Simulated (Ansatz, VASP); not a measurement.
Two plane-wave programs on Al2Ru

```
Al Ru
1.0
     0.00000    4.12024    4.52969
     2.15184    0.00000    4.52969
     2.15184    4.12024    0.00000
Al Ru
4 2
Direct
  0.07890 0.42110 0.07890
  0.42110 0.07890 0.42110
  0.17110 0.82890 0.17110
  0.82890 0.17110 0.82890
  0.75000 0.75000 0.75000
  0.50000 0.50000 0.50000
```

Change from the starting cell: volume 13.387 Å^3 an atom, stretch along a over the lengths across it, relative to the relaxed cell 0.8864.

Alike in both runs: task single point; functional LDA; k mesh 10 × 10 × 10; occupations gaussian, width 0.03 eV; no spin polarisation.

```csv
,VASP,Ansatz
version,VASP 6.6.1,Ansatz 0.2.0
potentials or method,"VASP PAW LDA potentials, release 64 (Al, Ru_pv), cutoff 520 eV","scalar-relativistic, plane waves, PAW"
valence electrons in the cell,40,44
```

Ansatz gave:

```
gap on the k mesh at the Fermi level (eV)                     : none
pressure (GPa)                                                : 2.7
traceless stress, the component that is largest in VASP (GPa) : 22.63
rms of the force components (eV/Å)                            : 0.229
```

Estimate VASP's values.

gap on the k mesh at the Fermi level (eV): none; pressure (GPa): 3.2; traceless stress, the component that is largest in VASP (GPa): 22.69; rms of the force components (eV/Å): 0.229.

Ansatz warns that its potentials were made for another functional, while VASP's fit it. LDA's correlation is that of Perdew and Zunger in VASP and of Perdew and Wang (1992) in Ansatz. Atom by atom the forces differ by 0.000 eV/Å (rms over components). A gap of «none» marks a metal or a gap that the smearing closes. VASP's potentials hold 40 valence electrons a cell and Ansatz's 44, so a difference there can come from the potentials and not from the codes.
